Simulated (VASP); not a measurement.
Runs of VASP 6.6.1 on HfN. The structure is that of space group P6_3/mmc (No. 194), or close to it. The cells are those of the table. 

| task | level | potentials or basis | cell | cutoff (eV) | gap on the mesh (eV) | pressure (GPa) | relaxed volume (Å³/atom) |
| --- | --- | --- | --- | --- | --- | --- | --- |
| relaxation of cell and atoms | LDA | VASP PAW LDA potentials, release 64 (Hf_pv, N) | relaxed from a = 3.134, b = 3.134, c = 5.417 Å, angles 90.0, 90.0, 120.0°, 4 atoms | 600 | none | 0.0 | 11.11 |
| single point | LDA | VASP PAW LDA potentials, release 64 (Hf_pv, N) | a = 3.102, b = 3.102, c = 5.355 Å, angles 90.0, 90.0, 120.0°, 4 atoms | 520 | none | -1.1 | - |
| single point | PBEsol+D3(BJ) | VASP PAW PBE potentials, release 64 (Hf_pv, N) | a = 3.105, b = 3.105, c = 5.360 Å, angles 90.0, 90.0, 120.0°, 4 atoms | 520 | none | (a) | - |
| relaxation of cell and atoms | BLYP+D3(BJ) | VASP PAW PBE potentials, release 64 (Hf_pv, N) | relaxed from a = 3.134, b = 3.134, c = 5.417 Å, angles 90.0, 90.0, 120.0°, 4 atoms | 600 | none | 0.0 | 11.51 |
| single point | BLYP+D3(BJ) | VASP PAW PBE potentials, release 64 (Hf_pv, N) | a = 3.134, b = 3.134, c = 5.443 Å, angles 90.0, 90.0, 120.0°, 4 atoms | 520 | none | -1.4 | - |
| relaxation of cell and atoms | PBEsol+D3(BJ) | VASP PAW PBE potentials, release 64 (Hf_pv, N) | relaxed from a = 3.134, b = 3.134, c = 5.417 Å, angles 90.0, 90.0, 120.0°, 4 atoms | 600 | none | 0.0 | 11.11 |

Alike in all rows: no spin polarisation; k mesh 9 × 9 × 5; smearing methfessel-paxton 0.05 eV.

Question: Estimate the missing entries.

Answer: (a) -2.1.

Caveats: spin-orbit coupling is left out, which moves the levels of the heavy elements; the PAW data sets were made with another functional, which shifts forces and pressure a little (some runs); pairwise dispersion overbinds metals, which lowers pressure and volume (some runs).

A k mesh can miss the band edges, and the runs leave out spin-orbit coupling on Hf.

A gap of «none» marks levels without a gap at the run's occupations.
